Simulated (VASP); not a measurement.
# TlBr (Pm-3m) in VASP: a series of runs, part 2 of 3

VASP 6.6.1. The steps go on from the part before.

## (3) Single point, r2SCAN

Input file POSCAR:

```
TlBr
1.0
    3.9461932901      0.0000000000      0.0000000000
    0.0000000000      3.9461932901      0.0000000000
    0.0000000000      0.0000000000      3.9461932901
Tl Br
1 1
Direct
    0.0000000000      0.0000000000      0.0000000000
    0.5000000000      0.5000000000      0.5000000000
```

Input file INCAR.step1:

```
PREC = Accurate
ENCUT = 550
ISMEAR = 0
SIGMA = 0.01
LREAL = F
LASPH = T
NELM = 120
NBANDS = 17
GGA = PE
ALGO = Normal
EDIFF = 1E-5
LWAVE = T
LCHARG = F
GGA_COMPAT = F
```

Input file INCAR.step2:

```
PREC = Accurate
ENCUT = 550
EDIFF = 1E-6
ISMEAR = 0
SIGMA = 0.01
LREAL = F
LASPH = T
NELM = 120
ALGO = Normal
ISIF = 2
LWAVE = F
LCHARG = F
METAGGA = R2SCAN
LMIXTAU = T
NBANDS = 17
ISTART = 1
GGA_COMPAT = F
```

Input file KPOINTS:

```
regular mesh
0
Gamma
  4 4 4
```

Potentials or basis: VASP PAW PBE potentials, release 64 (Tl_d, Br).

Launch:

```console
$ cat potpaw_PBE.64/Tl_d/POTCAR potpaw_PBE.64/Br/POTCAR > POTCAR
$ cp INCAR.step1 INCAR
$ mpirun -np 1 vasp_std > vasp.out
$ cp INCAR.step2 INCAR
$ mpirun -np 1 vasp_std > vasp.out
```

OUTCAR:

```text
PREC = Accurate
   ENCUT = 550
   EDIFF = 1E-6
   ISMEAR = 0
   LREAL = F
   LASPH = T
   NELM = 120
   ISIF = 2
   METAGGA = R2SCAN
   ISTART = 1

 ion  position               nearest neighbor table
   1  0.000  0.000  0.000-   2 3.42   2 3.42   2 3.42   2 3.42   2 3.42   2 3.42   2 3.42   2 3.42

   2  0.500  0.500  0.500-   1 3.42   1 3.42   1 3.42   1 3.42   1 3.42   1 3.42   1 3.42   1 3.42

  LATTYP: Found a simple cubic cell.
 ALAT       =     3.9461932901

  Lattice vectors:

 A1 = (   3.9461932901,   0.0000000000,   0.0000000000)
 A2 = (   0.0000000000,   3.9461932901,   0.0000000000)
 A3 = (   0.0000000000,   0.0000000000,   3.9461932901)

Analysis of symmetry for initial positions (statically):
=====================================================================
 Subroutine PRICEL returns:
 Original cell was already a primitive cell.

 Routine SETGRP: Setting up the symmetry group for a
 simple cubic supercell.

 Subroutine GETGRP returns: Found 48 space group operations
 (whereof 48 operations were pure point group operations)
 out of a pool of 48 trial point group operations.

The static configuration has the point symmetry O_h .

Analysis of symmetry for dynamics (positions and initial velocities):
=====================================================================
 Subroutine PRICEL returns:
 Original cell was already a primitive cell.

 Routine SETGRP: Setting up the symmetry group for a
 simple cubic supercell.

 Subroutine GETGRP returns: Found 48 space group operations
 (whereof 48 operations were pure point group operations)
 out of a pool of 48 trial point group operations.

The dynamic configuration has the point symmetry O_h .

 Subroutine INISYM returns: Found 48 space group operations
 (whereof 48 operations are pure point group operations),
 and found     1 'primitive' translations

[... 95 lines left out ...]
   EFERMI_NEDOS =   21; number of points for ismear=-14 and -15
   IALGO  =     38    algorithm
   IMIX   =      4    mixing-type and parameters
     AMIX     =   0.40;   BMIX     =  1.00
     AMIX_MAG =   1.60;   BMIX_MAG =  1.00
  volume/ion in A,a.u.               =      30.73       207.35
  Fermi-wavevector in a.u.,A,eV,Ry     =   1.126090  2.128002 17.253261  1.268079
  Thomas-Fermi vector in A             =   2.262770
   LORBIT       =      0    0 simple, 1 ext, 2 COOP (PROOUT), +10 PAW based schemes
   METAGGA = R2SCAN    functional components
   LHFCALC =     F    Hartree Fock is set to
   AEXX    =    0.0000 exact exchange contribution
   IVDW    =     0    specifies the selected vdW correction
   LEPSILON=     F    determine dielectric tensor
   LRPA    =     F    only Hartree local field effects (RPA)
 non-spin polarized calculation
 Gauss-broadening in eV      SIGMA  =   0.01
  energy-cutoff  :      550.00
  volume of cell :       61.45
 maximum number of plane-waves:      1856
   NGX = 15   NGY = 15   NGZ = 15

 number of electron      20.0000001 magnetization

 Free energy of the ion-electron system (eV)
  ---------------------------------------------------
  ext. energy  EPLUGINS =         0.00000000
  ---------------------------------------------------
  free energy    TOTEN  =       -68.36364240 eV

  energy without entropy =      -68.36364240  energy(sigma->0) =      -68.36364240

 E-fermi :   2.4426     XC(G=0):  -9.5535

 val. band max:        2.3732421820   @ k =   0.5000   0.0000   0.0000
 cond. band min:       4.6030655563   @ k =   0.5000   0.0000   0.0000
 fundamental gap:      2.2298233744
 Fermi energy:         2.4425618424

 k-point     1 :       0.0000    0.0000    0.0000
  band No.  band energies     occupation
      1     -12.0177      2.00000
      2      -8.1564      2.00000
      3      -8.1564      2.00000
      4      -7.9610      2.00000
      5      -7.9610      2.00000
      6      -7.9610      2.00000
[... 177 lines left out ...]
      4      -8.1083      2.00000
      5      -7.9065      2.00000
      6      -7.9065      2.00000
[... 9 lines left out ...]
     16      16.2751      0.00000
     17      19.8858      0.00000

------------------------ aborting loop because EDIFF is reached ----------------------------------------

  FORCE on cell =-STRESS in cart. coord.  units (eV):
  Direction    XX          YY          ZZ          XY          YZ          ZX
  --------------------------------------------------------------------------------------
  -------------------------------------------------------------------------------------
  Total        0.4281869      0.4281869      0.4281869      0.0000000     -0.0000000      0.0000000
  in kB       11.1637196     11.1637196     11.1637196      0.0000000     -0.0000000      0.0000000
  external PRESSURE =      11.1637196 kB  Pullay stress =       0.0000000 kB

 VOLUME and BASIS-vectors are now :
 -----------------------------------------------------------------------------
  energy-cutoff  :      550.00
  volume of cell :       61.45
      direct lattice vectors                 reciprocal lattice vectors
     3.946193290  0.000000000  0.000000000     0.253408773  0.000000000  0.000000000
     0.000000000  3.946193290  0.000000000     0.000000000  0.253408773  0.000000000
     0.000000000  0.000000000  3.946193290     0.000000000  0.000000000  0.253408773

 POSITION                                       TOTAL-FORCE (eV/Angst)
 -----------------------------------------------------------------------------------
      0.00000      0.00000      0.00000         0.000000      0.000000      0.000000
      1.97310      1.97310      1.97310         0.000000      0.000000      0.000000
 -----------------------------------------------------------------------------------
    total drift:                                0.000000     -0.000000     -0.000000

  FREE ENERGIE OF THE ION-ELECTRON SYSTEM (eV)
  ---------------------------------------------------
  free  energy   TOTEN  =       -68.3636424046 eV

  energy  without entropy=      -68.3636424046  energy(sigma->0) =      -68.36364240
```

It took 62 s on 1 thread of Intel Xeon 8259CL, shared host; peak memory 0.17 GiB.

Results:

* Free energy: -68.3636 eV
* Pressure: 1.1 GPa
* Band gap on the k mesh: 2.23 eV

Caveat: the PAW data sets were made with another functional, which shifts forces and pressure a little; spin-orbit coupling is left out, which moves the levels of the heavy elements. r2SCAN opens gaps a little over a GGA but as a rule still falls short of measured ones.

## (4) Single point, HSE06

POSCAR is that of step 3.

Input file INCAR.step1:

```
  PREC = Accurate
  ENCUT = 400
  EDIFF = 1E-5
  ISMEAR = 0
  SIGMA = 0.01
  LREAL = False
  LASPH = True
  NELM = 120
  ALGO = Normal
  ISIF = 2
  LWAVE = True
  LCHARG = False
  NBANDS = 17
  GGA = PE
  GGA_COMPAT = False
```

Input file INCAR.step2:

```
  PREC = Accurate
  ENCUT = 400
  EDIFF = 1E-6
  ISMEAR = 0
  SIGMA = 0.01
  LREAL = False
  LASPH = True
  NELM = 120
  ALGO = Normal
  ISIF = 2
  LWAVE = False
  LCHARG = False
  GGA = PE
  LHFCALC = True
  HFSCREEN = 0.2079
  PRECFOCK = Normal
  NBANDS = 17
  ISTART = 1
  GGA_COMPAT = False
```

KPOINTS is that of step 3.

Launch:

```console
$ cat potpaw_PBE.64/Tl_d/POTCAR potpaw_PBE.64/Br/POTCAR > POTCAR
$ cp INCAR.step1 INCAR
$ mpirun -np 1 vasp_std > vasp.out
$ cp INCAR.step2 INCAR
$ mpirun -np 1 vasp_std > vasp.out
```

Wall time 10 min (1 thread of Intel Xeon 8259CL, shared host); peak memory 0.26 GiB.

Results (log left out):

```
Free energy            : -6.5644 eV
Pressure               : 1.6 GPa
Band gap on the k mesh : 2.47 eV
```

Levels at points of the mesh, in eV from the valence-band top:
| k point | band 6 | band 7 | band 8 | band 9 | band 10 | band 11 | band 12 | band 13 | band 14 | band 15 |
| --- | --- | --- | --- | --- | --- | --- | --- | --- | --- | --- |
| (0.00, 0.00, 0.00) | -11.32 | -4.91 | -1.74 | -1.74 | -1.74 | 7.75 | 7.75 | 8.38 | 8.38 | 8.38 |
| (0.50, 0.00, 0.00) | -11.32 | -6.20 | -1.19 | -1.19 | 0.00 | 2.47 | 6.66 | 6.66 | 8.78 | 11.37 |
| (0.50, 0.50, 0.00) | -11.26 | -3.92 | -3.54 | -3.54 | -1.09 | 5.75 | 5.75 | 8.55 | 8.55 | 11.44 |
| (0.50, 0.50, 0.50) | -11.26 | -2.74 | -2.45 | -2.45 | -2.45 | 2.70 | 2.70 | 2.70 | 14.14 | 14.14 |

Caveat: the PAW data sets were made with another functional, which shifts forces and pressure a little; spin-orbit coupling is left out, which moves the levels of the heavy elements. A k mesh can miss the band edges.

[end of part 2 of 3]
